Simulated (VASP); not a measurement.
Set up this calculation in VASP 6.6.1, as the native input.

```
Task                   : single point
Functional             : PBEsol
Potentials or basis    : VASP PAW PBE potentials, release 64 (Hf_pv, O)
Cutoff                 : 520 eV
k mesh                 : 4 × 4 × 4
Occupations            : fermi-dirac, width 0.02 eV
Spin                   : no spin polarisation
Dipole correction      : no
Further INCAR settings : ALGO = Normal; EDIFF = 1e-06; NBANDS = 56
```

The structure of HfO2 lies in POSCAR:

```
HfO2
1.0
    5.2283430388      0.0000000000      0.0000000000
    0.0000000000      5.0173157298      0.0000000000
    0.0000000000      0.0000000000      5.0416088129
Hf O
4 8
Direct
    0.0329063608      0.2675524406      0.2422847459
    0.4670936392      0.2675524406      0.7422847459
    0.5329063608      0.7324475594      0.2422847459
    0.9670936392      0.7324475594      0.7422847459
    0.3679644005      0.0716734493      0.3799478291
    0.1320355995      0.0716734493      0.8799478291
    0.7339210554      0.4597119047      0.4907674250
    0.7660789446      0.4597119047      0.9907674250
    0.2660789446      0.5402880953      0.9907674250
    0.2339210554      0.5402880953      0.4907674250
    0.8679644005      0.9283265507      0.3799478291
    0.6320355995      0.9283265507      0.8799478291
```

These files were run (other wordings do the same):

INCAR

```
SYSTEM = HfO2
PREC = Accurate ; ENCUT = 520
EDIFF = 1E-6 ; ISMEAR = -1
SIGMA = 0.02 ; LREAL = .FALSE.
LASPH = .TRUE. ; NELM = 80
ALGO = Normal ; ISIF = 2
LWAVE = .FALSE. ; LCHARG = .FALSE.
GGA = PS ; NBANDS = 56
```

KPOINTS

```
regular mesh
0
G
  4 4 4
  0 0 0
```

Potentials or basis: VASP PAW PBE potentials, release 64 (Hf_pv, O).

Run with:

```bash
$ cat potpaw_PBE.64/Hf_pv/POTCAR potpaw_PBE.64/O/POTCAR > POTCAR
$ mpirun -np 1 vasp_std > vasp.out
```

It gave:

```yaml
Pressure: -3.2 GPa
Largest_force: 0.060 eV/Å
Band_gap_on_the_k_mesh: 4.34 eV, indirect (least direct gap 4.54 eV)
```

Caveat: the PAW data sets were made with another functional, which shifts forces and pressure a little; spin-orbit coupling is left out, which moves the levels of the heavy elements.

Wall time 3 min on 1 thread of AMD EPYC 7R13 Processor (Zen 3), on a shared host, peak memory 0.29 GiB.
